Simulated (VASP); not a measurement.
Runs of VASP 6.6.1 on CaHN. Symmetry: I4mm, No. 107, tetragonal system. Conventional cell: a = 3.528 Å, b = 3.528 Å, c = 5.678 Å, α = 90.00°, β = 90.00°, γ = 90.00°. Within 3.1 Å of Ca (site symmetry 4mm) lie 5 N at 2.31 to 2.55 Å and 5 H at 2.34 to 2.54 Å. Within 1.4 Å of H (site symmetry 4mm) lie 1 N at 1.03 Å. Within 1.4 Å of N (site symmetry 4mm) lie 1 H at 1.03 Å. 

| k mesh | gap on the mesh (eV) | pressure (GPa) | largest force (eV/Å) |
| --- | --- | --- | --- |
| 3 × 3 × 3 | 2.07 | -4.3 | (a) |
| 5 × 5 × 5 | 2.09 | -4.3 | 0.54 |
| 7 × 7 × 7 | 2.09 | -4.3 | 0.54 |
| 9 × 9 × 9 | 2.09 | -4.3 | 0.54 |

Alike in all rows: task single point; level LDA; potentials or basis VASP PAW LDA potentials, release 64 (Ca_sv, H, N); no spin polarisation; cell as given; cutoff (eV) 520; smearing gaussian 0.01 eV.

Task: Fill in the values left out.

Result: (a) 0.56.

Caveats: some runs use coarse meshes.

A k mesh can miss the band edges.
